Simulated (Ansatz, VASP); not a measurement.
Zn: VASP beside Ansatz

Contents of INCAR:

```
SYSTEM = Zn
PREC     = Accurate       ! precision mode
ENCUT    = 520            ! plane-wave cutoff, eV
EDIFF    = 1E-6           ! SCF threshold, eV
ISMEAR   = -1             ! smearing method
SIGMA    = 0.1            ! smearing width, eV
LREAL    = .FALSE.        ! projectors in reciprocal space
LASPH    = .TRUE.         ! aspherical terms in the spheres
NELM     = 100            ! most SCF steps
ALGO     = Normal         ! electronic algorithm
ISIF     = 2              ! what is computed and relaxed
LWAVE    = .FALSE.        ! write WAVECAR
LCHARG   = .FALSE.        ! write CHGCAR
GGA      = RE             ! functional
NBANDS   = 32             ! bands
```

The input KPOINTS:

```
Automatic mesh
0
G
  15 15 4
  0 0 0
```

Contents of POSCAR:

```
Zn
1.0
    2.6120315594      0.0000000000      0.0000000000
   -1.3060157797      2.2620856859      0.0000000000
    0.0000000000      0.0000000000      9.7825059383
Zn
4
Direct
    1.0000000000      1.0000000000      0.0000000000
    0.0000000000      0.0000000000      0.5000000000
    0.3333333333      0.6666666667      0.2500000000
    0.6666666667      0.3333333333      0.7500000000
```

Input for Ansatz:

```yaml
crystal:
  lattice:
    - [2.6120315594, 0.0, 0.0]
    - [-1.3060157797, 2.2620856859, 0.0]
    - [0.0, 0.0, 9.7825059383]
  atoms:
    - { symbol: Zn, position: [1.0, 1.0, 0.0] }
    - { symbol: Zn, position: [0.0, 0.0, 0.5] }
    - { symbol: Zn, position: [0.3333333333, 0.6666666667, 0.25] }
    - { symbol: Zn, position: [0.6666666667, 0.3333333333, 0.75] }
hamiltonian:
  xc: revpbe
  pseudopotentials:
    kind: paw
    azcp:
      Zn: "pseudopotentials/Zn.paw.azcp"
basis:
  ecutwfc: 420
  fft_grid_basis: typed
kpoints:
  mp_grid: { grid: [15, 15, 4], shift: [0, 0, 0] }
magnetization:
  spin_polarized: false
scf:
  occupations: { method: fermi_dirac, width: 0.1 }
  lower_state_search: "off"
output:
  stress: true
```

Alike in both runs: task single point; functional revPBE; k mesh 15 × 15 × 4; occupations fermi-dirac, width 0.1 eV; no spin polarisation.

|  | VASP | Ansatz |
| --- | --- | --- |
| version | VASP 6.6.1 | Ansatz 0.2.0 |
| potentials or method | VASP PAW PBE potentials, release 64 (Zn), cutoff 520 eV | plane waves (420 eV) with PAW, scalar-relativistic |
| valence electrons in the cell | 48 | 48 |

|  | VASP | Ansatz | Ansatz less VASP |
| --- | --- | --- | --- |
| pressure (GPa) | 7.3 | 6.8 | -0.45 |
| traceless stress, the component that is largest in VASP (GPa) | 0.22 | 0.41 | +0.190 |

VASP's potentials were made for PBE, not for revPBE. The functional is the same, so the differences come from potentials, cutoffs and numerics.
